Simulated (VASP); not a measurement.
Set up this calculation in VASP 6.6.1, as the native input.

* Task: relaxation of cell and atoms
* Functional: PBE
* Potentials or basis: VASP PAW PBE potentials, release 64 (Ir)
* Cutoff: 600 eV
* k mesh: 17 × 17 × 17
* Occupations: fermi-dirac, width 0.05 eV
* Spin: no spin polarisation
* Dipole correction: no
* Further INCAR settings: ALGO = Normal; EDIFF = 1e-07; IBRION = 2; EDIFFG = -0.005; NSW = 60; ISIF = 3

The structure of Ir lies in POSCAR:

```
Ir
1.0
   -1.5364055710      1.5364055710      1.5364055710
    1.5364055710     -1.5364055710      1.5364055710
    1.5364055710      1.5364055710     -1.5364055710
Ir
1
Direct
    0.0000000000      0.0000000000      0.0000000000
```

One way to write it, as run:

INCAR

```
SYSTEM = Ir
PREC = Accurate ; ENCUT = 600
EDIFF = 1E-7 ; ISMEAR = -1
SIGMA = 0.05 ; LREAL = .False.
LASPH = .True. ; NELM = 60
ALGO = Normal ; ISIF = 3
LWAVE = .False. ; LCHARG = .False.
GGA = PE ; IBRION = 2
NSW = 60 ; EDIFFG = -0.005
```

KPOINTS

```
regular mesh
0
Gamma
  17 17 17
  0 0 0
```

Potentials or basis: VASP PAW PBE potentials, release 64 (Ir).

The run is started by

```bash
$ cat potpaw_PBE.64/Ir/POTCAR > POTCAR
$ mpirun -np 1 vasp_std > vasp.out
```

It gave:

The relaxed volume is 15.07 Å³/atom and the relaxed cell is a = 2.695 Å, b = 2.695 Å, c = 2.695 Å, α = 109.47°, β = 109.47°, γ = 109.47°. The space group after relaxing (to 0.05 Å) is Im-3m (No. 229) and the energy gained by relaxing is 21.9 meV/atom. The ionic steps are 4 and the pressure after relaxing is 0.0 GPa.

Run time: 30 s on 1 thread of Intel Xeon 6975P-C, with other jobs on the host, peak memory 0.17 GiB.
